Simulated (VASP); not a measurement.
# Ta4N3 (P4mm) in VASP: further runs

The runs below take Ta4N3 through single point, with PBEsol.

Program: VASP 6.6.1. These are calculated values, not measurements. Logs are shortened: lines on timing, memory, paths and dates and some standing lists are left out, and cuts for length are marked.

## Step 1: The cell of the first run

Symmetry: P4mm, No. 99, tetragonal system. Conventional cell: a = 4.357 Å, b = 4.357 Å, c = 9.545 Å, α = 90.00°, β = 90.00°, γ = 90.00°. Ta (site symmetry 2mm) has 4 N at 2.14 to 2.18 Å within 2.8 Å. Within 2.8 Å of Ta (site symmetry 2mm) lie 3 N at 2.14 to 2.18 Å. Within 2.9 Å of Ta (site symmetry 4mm) lie 5 N at 2.18 to 2.23 Å. Ta (site symmetry 4mm) has 5 N at 2.18 to 2.23 Å and 12 Ta at 2.99 to 3.12 Å within 3.2 Å. Within 3.1 Å of Ta (site symmetry 4mm) lie 4 N at 2.18 Å and 8 Ta at 2.99 to 3.09 Å. Ta (site symmetry 4mm) has 5 N at 2.18 to 2.23 Å and 12 Ta at 2.99 to 3.12 Å within 3.2 Å. N (site symmetry 2mm) has 6 Ta at 2.14 to 2.18 Å within 2.8 Å. Within 2.8 Å of N (site symmetry 2mm) lie 5 Ta at 2.14 to 2.18 Å.

## Step 2: Single point, PBEsol (the distance across one plane changed)

INCAR

```
PREC = Accurate ; ENCUT = 520
EDIFF = 1E-6 ; ISMEAR = 0
SIGMA = 0.15 ; LREAL = False
LASPH = True ; NELM = 100
ALGO = Normal ; ISIF = 2
LWAVE = False ; LCHARG = False
GGA = PS ; NBANDS = 72
```

KPOINTS

```
regular mesh
0
Gamma
  9 9 5
```

POSCAR

```
Ta4N3
1.0
   -4.3571443853      0.0000000000      0.0000000000
    0.0000000000     -4.3571443853      0.0000000000
    0.0000000000      0.0000000000      9.5453519637
Ta N
8 6
Direct
    0.5000000000      0.0000000000      0.5546888262
    0.0000000000      0.5000000000      0.1070703415
    0.0000000000      0.0000000000      0.7881252181
    0.5000000000      0.5000000000      0.3405067334
    0.5000000000      0.0000000000      0.1070703415
    0.0000000000      0.5000000000      0.5546888262
    0.5000000000      0.5000000000      0.7688709190
    1.0000000000      1.0000000000      0.3212524343
    0.5000000000      1.0000000000      0.3308795839
    0.0000000000      0.5000000000      0.7784980686
    0.0000000000      0.0000000000      0.5546888262
    0.5000000000      0.5000000000      0.1070703415
    1.0000000000      0.5000000000      0.3308795839
    0.5000000000      0.0000000000      0.7784980686
```

Potentials or basis: VASP PAW PBE potentials, release 64 (Ta_pv, N).

The run is started by

```
$ cat potpaw_PBE.64/Ta_pv/POTCAR potpaw_PBE.64/N/POTCAR > POTCAR
$ mpirun -np 1 vasp_std > vasp.out
```

OUTCAR:

```text
PREC = Accurate
   ENCUT = 520
   EDIFF = 1E-6
   ISMEAR = 0
   LREAL = False
   LASPH = True
   NELM = 100
   ISIF = 2
   GGA = PS

 ion  position               nearest neighbor table
   1  0.500  0.000  0.555-   9 2.14  14 2.14  11 2.18  11 2.18   4 2.99   4 2.99   7 2.99   7 2.99
                             6 3.08   6 3.08   6 3.08   6 3.08   3 3.12   8 3.12   8 3.12   3 3.12
   2  0.000  0.500  0.107-  13 2.14  12 2.18  12 2.18   8 2.99   8 2.99   5 3.08   5 3.08   5 3.08
                             5 3.08   4 3.12   4 3.12
   3  0.000  0.000  0.788-  10 2.18  14 2.18  10 2.18  14 2.18  11 2.23   7 3.09   7 3.09   7 3.09
                             7 3.09   1 3.12   6 3.12   1 3.12   6 3.12
   4  0.500  0.500  0.341-   9 2.18  13 2.18   9 2.18  13 2.18  12 2.23   1 2.99   6 2.99   6 2.99
                             1 2.99   8 3.09   8 3.09   8 3.09   8 3.09   5 3.12   2 3.12   5 3.12
   5  0.500  0.000  0.107-   9 2.14  12 2.18  12 2.18   8 2.99   8 2.99   2 3.08   2 3.08   2 3.08
                             2 3.08   4 3.12   4 3.12
   6  0.000  0.500  0.555-  13 2.14  10 2.14  11 2.18  11 2.18   4 2.99   7 2.99   4 2.99   7 2.99
                             1 3.08   1 3.08   1 3.08   1 3.08   8 3.12   3 3.12   8 3.12   3 3.12
   7  0.500  0.500  0.769-  10 2.18  14 2.18  14 2.18  10 2.18   1 2.99   1 2.99   6 2.99   6 2.99
                             3 3.09   3 3.09   3 3.09   3 3.09
   8  0.000  0.000  0.321-   9 2.18  13 2.18  13 2.18   9 2.18  11 2.23   2 2.99   5 2.99   5 2.99
                             2 2.99   4 3.09   4 3.09   4 3.09   4 3.09   1 3.12   6 3.12   6 3.12
   9  0.500  0.000  0.331-   1 2.14   5 2.14   4 2.18   4 2.18   8 2.18   8 2.18
  10  0.000  0.500  0.778-   6 2.14   3 2.18   3 2.18   7 2.18   7 2.18
  11  0.000  0.000  0.555-   1 2.18   6 2.18   6 2.18   1 2.18   3 2.23   8 2.23
  12  0.500  0.500  0.107-   2 2.18   5 2.18   5 2.18   2 2.18   4 2.23
  13  0.000  0.500  0.331-   6 2.14   2 2.14   4 2.18   4 2.18   8 2.18   8 2.18
  14  0.500  0.000  0.778-   1 2.14   3 2.18   3 2.18   7 2.18   7 2.18

  LATTYP: Found a simple tetragonal cell.
 ALAT       =     4.3571443853
 C/A-ratio  =     2.1907357479

  Lattice vectors:

 A1 = (  -4.3571443853,   0.0000000000,   0.0000000000)
 A2 = (   0.0000000000,  -4.3571443853,   0.0000000000)
 A3 = (   0.0000000000,   0.0000000000,   9.5453519637)

Analysis of symmetry for initial positions (statically):
=====================================================================
 Subroutine PRICEL returns:
 Original cell was already a primitive cell.

 Routine SETGRP: Setting up the symmetry group for a
 simple tetragonal supercell.

 Subroutine GETGRP returns: Found  8 space group operations
 (whereof  8 operations were pure point group operations)
 out of a pool of 16 trial point group operations.

The static configuration has the point symmetry C_4v.

Analysis of symmetry for dynamics (positions and initial velocities):
=====================================================================
 Subroutine PRICEL returns:
 Original cell was already a primitive cell.

 Routine SETGRP: Setting up the symmetry group for a
 simple tetragonal supercell.

 Subroutine GETGRP returns: Found  8 space group operations
 (whereof  8 operations were pure point group operations)
 out of a pool of 16 trial point group operations.

The dynamic configuration has the point symmetry C_4v.

 Subroutine INISYM returns: Found  8 space group operations
 (whereof  8 operations are pure point group operations),
 and found     1 'primitive' translations

----------------------------------------------------------------------------------------

                                     Primitive cell

  volume of cell :     181.2157

  direct lattice vectors                    reciprocal lattice vectors
    -4.357144385  0.000000000  0.000000000    -0.229508116  0.000000000  0.000000000
     0.000000000 -4.357144385  0.000000000     0.000000000 -0.229508116  0.000000000
     0.000000000  0.000000000  9.545351964     0.000000000  0.000000000  0.104763031

  length of vectors
     4.357144385  4.357144385  9.545351964     0.229508116  0.229508116  0.104763031

  position of ions in fractional coordinates (direct lattice)
     0.500000000  0.000000000  0.554688826
     0.000000000  0.500000000  0.107070341
     0.000000000  0.000000000  0.788125218
     0.500000000  0.500000000  0.340506733
     0.500000000  0.000000000  0.107070341
     0.000000000  0.500000000  0.554688826
[... 43 lines left out ...]

  Shift w.r.t. Gamma in fractional coordinates (k-lattice)
     0.000000000  0.000000000  0.000000000

 Subroutine IBZKPT returns following result:
 ===========================================

 Found     45 irreducible k-points:

 Following reciprocal coordinates:
            Coordinates               Weight
  0.000000  0.000000  0.000000      1.000000
  0.111111  0.000000  0.000000      4.000000
  0.222222  0.000000  0.000000      4.000000
  0.333333  0.000000  0.000000      4.000000
  0.444444  0.000000  0.000000      4.000000
  0.111111  0.111111  0.000000      4.000000
[... 16 lines left out ...]
  0.333333  0.111111  0.200000     16.000000
  0.444444  0.111111  0.200000     16.000000
 [... further k-points ...]
   k-points           NKPTS =     45   k-points in BZ     NKDIM =     45   number of bands    NBANDS=     72
   number of dos      NEDOS =    301   number of ions     NIONS =     14
   total plane-waves  NPLWV =  73728
   dimension x,y,z NGX =    32 NGY =   32 NGZ =   72
   dimension x,y,z NGXF=    64 NGYF=   64 NGZF=  144
   ions per type =               8   6
   NGX,Y,Z   is equivalent  to a cutoff of  12.21, 12.21, 12.54 a.u.
   NGXF,Y,Z  is equivalent  to a cutoff of  24.42, 24.42, 25.08 a.u.
 SYSTEM =  unknown system
   PREC   = accura    normal or accurate (medium, high low for compatibility)
   ISTART =      0    job   : 0-new  1-cont  2-samecut
   ICHARG =      2    charge: 1-file 2-atom 10-const
   ISPIN  =      1    spin polarized calculation?
   LNONCOLLINEAR =      F non collinear calculations
   LSORBIT =      F    spin-orbit coupling
   LASPH  =      T    aspherical Exc in radial PAW
   ENCUT  =  520.0 eV  38.22 Ry    6.18 a.u.   8.10  8.10 17.75*2*pi/ulx,y,z
   NELM   =    100;   NELMIN=  2; NELMDL= -5     # of ELM steps
   EDIFF  = 0.1E-05   stopping-criterion for ELM
   LREAL  =      F    real-space projection
   EDIFFG = 0.1E-04   stopping-criterion for IOM
   NSW    =      0    number of steps for IOM
   IBRION =     -1    ionic relax: 0-MD 1-quasi-New 2-CG
   NFREE  =      0    steps in history (QN), initial steepest desc. (CG)
   ISIF   =      2    stress and relaxation
   ISYM   =      2    0-nonsym 1-usesym 2-fastsym
   POTIM  = 0.5000    time-step for ionic-motion
   TEBEG  =    0.0;   TEEND  =   0.0 temperature during run
   PSTRESS=    0.0 pullay stress
   NELECT =     118.0000    total number of electrons
   NUPDOWN=      -1.0000    fix difference up-down
   EMIN   =  10.00;   EMAX   =-10.00  energy-range for DOS
   EFERMI =   0.00;   METHOD = LEGACY
   ISMEAR =     0;   SIGMA  =   0.15  broadening in eV -4-tet -1-fermi 0-gaus
   EFERMI_NEDOS =   21; number of points for ismear=-14 and -15
   IALGO  =     38    algorithm
   IMIX   =      4    mixing-type and parameters
     AMIX     =   0.40;   BMIX     =  1.00
     AMIX_MAG =   1.60;   BMIX_MAG =  1.00
  volume/ion in A,a.u.               =      12.94        87.35
  Fermi-wavevector in a.u.,A,eV,Ry     =   1.418960  2.681446 27.394624  2.013448
  Thomas-Fermi vector in A             =   2.540031
   LORBIT       =      0    0 simple, 1 ext, 2 COOP (PROOUT), +10 PAW based schemes
   GGA     = PS    functional components
   LHFCALC =     F    Hartree Fock is set to
   AEXX    =    0.0000 exact exchange contribution
   IVDW    =     0    specifies the selected vdW correction
   LEPSILON=     F    determine dielectric tensor
   LRPA    =     F    only Hartree local field effects (RPA)
 non-spin polarized calculation
 Gauss-broadening in eV      SIGMA  =   0.15
  energy-cutoff  :      520.00
  volume of cell :      181.22
 maximum number of plane-waves:      4921
   NGX = 17   NGY = 17   NGZ = 35

 number of electron     118.0000037 magnetization

 Free energy of the ion-electron system (eV)
  ---------------------------------------------------
  ext. energy  EPLUGINS =         0.00000000
  ---------------------------------------------------
  free energy    TOTEN  =      -163.85502975 eV

  energy without entropy =     -163.78490631  energy(sigma->0) =     -163.81996803

 E-fermi :   7.0396     XC(G=0): -12.7294

 val. band max:        7.0348000270   @ k =   0.2222   0.0000   0.4000
 cond. band min:       7.0404507739   @ k =   0.4444   0.0000   0.4000
 fundamental gap:      0.0056507469
 Fermi energy:         7.0396056793

 k-point     1 :       0.0000    0.0000    0.0000
  band No.  band energies     occupation
      1     -28.8713      2.00000
      2     -28.8713      2.00000
      3     -28.8163      2.00000
      4     -28.6312      2.00000
      5     -28.6312      2.00000
      6     -28.4979      2.00000
[... 1765 lines left out ...]
     70       9.2790      0.00000
     71       9.4256      0.00000

 [... further k-points ...]

 [bands above 71 left out]

------------------------ aborting loop because EDIFF is reached ----------------------------------------

  FORCE on cell =-STRESS in cart. coord.  units (eV):
  Direction    XX          YY          ZZ          XY          YZ          ZX
  --------------------------------------------------------------------------------------
  -------------------------------------------------------------------------------------
  Total      -11.9251767    -11.9251767    -10.2508973      0.0000000     -0.0000000     -0.0000000
  in kB     -105.4337264   -105.4337264    -90.6309676      0.0000000     -0.0000000     -0.0000000
  external PRESSURE =    -100.4994734 kB  Pullay stress =       0.0000000 kB

 VOLUME and BASIS-vectors are now :
 -----------------------------------------------------------------------------
  energy-cutoff  :      520.00
  volume of cell :      181.22
      direct lattice vectors                 reciprocal lattice vectors
    -4.357144385  0.000000000  0.000000000    -0.229508116  0.000000000  0.000000000
     0.000000000 -4.357144385  0.000000000     0.000000000 -0.229508116  0.000000000
     0.000000000  0.000000000  9.545351964     0.000000000  0.000000000  0.104763031

 POSITION                                       TOTAL-FORCE (eV/Angst)
 -----------------------------------------------------------------------------------
     -2.17857      0.00000      5.29470        -0.000000     -0.000000      0.252340
      0.00000     -2.17857      1.02202         0.000000      0.000000      0.664017
      0.00000      0.00000      7.52293        -0.000000     -0.000000      0.150240
     -2.17857     -2.17857      3.25026        -0.000000     -0.000000     -1.027743
     -2.17857      0.00000      1.02202        -0.000000     -0.000000      0.664017
      0.00000     -2.17857      5.29470        -0.000000     -0.000000      0.252340
     -2.17857     -2.17857      7.33914        -0.000000     -0.000000      0.345209
      0.00000      0.00000      3.06647         0.000000     -0.000000     -0.517741
     -2.17857      0.00000      3.15836        -0.000000     -0.000000     -0.986538
      0.00000     -2.17857      7.43104        -0.000000      0.000000      1.227410
      0.00000      0.00000      5.29470        -0.000000     -0.000000     -0.471078
     -2.17857     -2.17857      1.02202        -0.000000      0.000000     -0.793344
      0.00000     -2.17857      3.15836        -0.000000      0.000000     -0.986538
     -2.17857      0.00000      7.43104        -0.000000     -0.000000      1.227410
 -----------------------------------------------------------------------------------
    total drift:                               -0.000000     -0.000000      0.000003

  FREE ENERGIE OF THE ION-ELECTRON SYSTEM (eV)
  ---------------------------------------------------
  free  energy   TOTEN  =      -163.8550297523 eV

  energy  without entropy=     -163.7849063135  energy(sigma->0) =     -163.81996803
```

Run time: 16 min. Hardware: 1 thread of Intel Xeon 8259CL, shared host; peak memory 0.53 GiB.

What came out:

| Property | Result |
| --- | --- |
| Free energy | -163.8550 eV |
| Pressure | -10.0 GPa |
| Largest force | 1.227 eV/Å |
| Band gap on the k mesh | zero (bands 59 and 60 overlap by 1.89 eV) |

Forces on the atoms (eV/Å):
```
Ta   0.000  0.000  0.252
Ta   0.000  0.000  0.664
Ta   0.000  0.000  0.150
Ta   0.000  0.000 -1.028
Ta   0.000  0.000  0.664
Ta   0.000  0.000  0.252
Ta   0.000  0.000  0.345
Ta   0.000  0.000 -0.518
N    0.000  0.000 -0.987
N    0.000  0.000  1.227
N    0.000  0.000 -0.471
N    0.000  0.000 -0.793
N    0.000  0.000 -0.987
N    0.000  0.000  1.227
```

Stress tensor (GPa, compression positive):
```
-10.54   0.00   0.00
  0.00 -10.54   0.00
  0.00   0.00  -9.06
```

Levels at points of the mesh, in eV from the Fermi level:
```csv
k point,band 57,band 58,band 59,band 60,band 61,band 62
"(0.00, 0.00, 0.00)",-1.03,-1.03,-0.60,-0.60,-0.45,0.58
```

Caveat: the cell differs from its parent crystal (the distance across one plane changed); the cell stands under tension; the PAW data sets were made with another functional, which shifts forces and pressure a little; spin-orbit coupling is left out, which moves the levels of the heavy elements.

## Step 3: Single point, PBEsol (the distance across one plane changed)

INCAR

```
PREC = Accurate
ENCUT = 520
EDIFF = 1E-6
ISMEAR = 0
SIGMA = 0.15
LREAL = False
LASPH = True
NELM = 80
ALGO = Normal
ISIF = 2
LWAVE = False
LCHARG = False
GGA = PS
NBANDS = 72
```

KPOINTS is that of step 2.

POSCAR

```
Ta4N3
1.0
   -4.3571443853      0.0000000000      0.0000000000
    0.0000000000     -4.3571443853      0.0000000000
    0.0000000000      0.0000000000     10.5453519637
Ta N
8 6
Direct
    0.5000000000      0.0000000000      0.5020885121
    0.0000000000      0.5000000000      0.0969170207
    0.0000000000      0.0000000000      0.7133884791
    0.5000000000      0.5000000000      0.3082169877
    0.5000000000      0.0000000000      0.0969170207
    0.0000000000      0.5000000000      0.5020885121
    0.5000000000      0.5000000000      0.6959600364
    1.0000000000      1.0000000000      0.2907885451
    0.5000000000      1.0000000000      0.2995027664
    0.0000000000      0.5000000000      0.7046742577
    0.0000000000      0.0000000000      0.5020885121
    0.5000000000      0.5000000000      0.0969170207
    1.0000000000      0.5000000000      0.2995027664
    0.5000000000      0.0000000000      0.7046742577
```

Potentials or basis: VASP PAW PBE potentials, release 64 (Ta_pv, N).

The run is started by

```
$ cat potpaw_PBE.64/Ta_pv/POTCAR potpaw_PBE.64/N/POTCAR > POTCAR
$ mpirun -np 1 vasp_std > vasp.out
```

It took 8.8 min on 1 thread of Intel Xeon Platinum 8488C (Sapphire Rapids), shared host; peak memory 0.56 GiB.

The run converged. Its results:

```
Free energy            : -162.3838 eV
Pressure               : -10.0 GPa
Largest force          : 1.661 eV/Å
Band gap on the k mesh : zero (bands 59 and 60 overlap by 1.80 eV)
```

Forces on the atoms (eV/Å):
```
Ta   0.000  0.000  0.442
Ta   0.000  0.000  1.661
Ta   0.000  0.000 -1.528
Ta   0.000  0.000 -1.083
Ta   0.000  0.000  1.661
Ta   0.000  0.000  0.442
Ta   0.000  0.000 -0.086
Ta   0.000  0.000 -0.824
N    0.000  0.000 -1.125
N    0.000  0.000  1.463
N    0.000  0.000 -0.369
N    0.000  0.000 -0.990
N    0.000  0.000 -1.125
N    0.000  0.000  1.463
```

Stress tensor (GPa, compression positive):
```
-11.30   0.00   0.00
  0.00 -11.30   0.00
  0.00   0.00  -7.27
```

Levels at points of the mesh, in eV from the Fermi level:
| k point | band 57 | band 58 | band 59 | band 60 | band 61 | band 62 |
| --- | --- | --- | --- | --- | --- | --- |
| (0.00, 0.00, 0.00) | -1.27 | -1.27 | -0.89 | -0.48 | -0.48 | 0.80 |

Caveat: the cell differs from its parent crystal (the distance across one plane changed); the cell stands under tension; the PAW data sets were made with another functional, which shifts forces and pressure a little; spin-orbit coupling is left out, which moves the levels of the heavy elements.

[end of part 1 of 2]
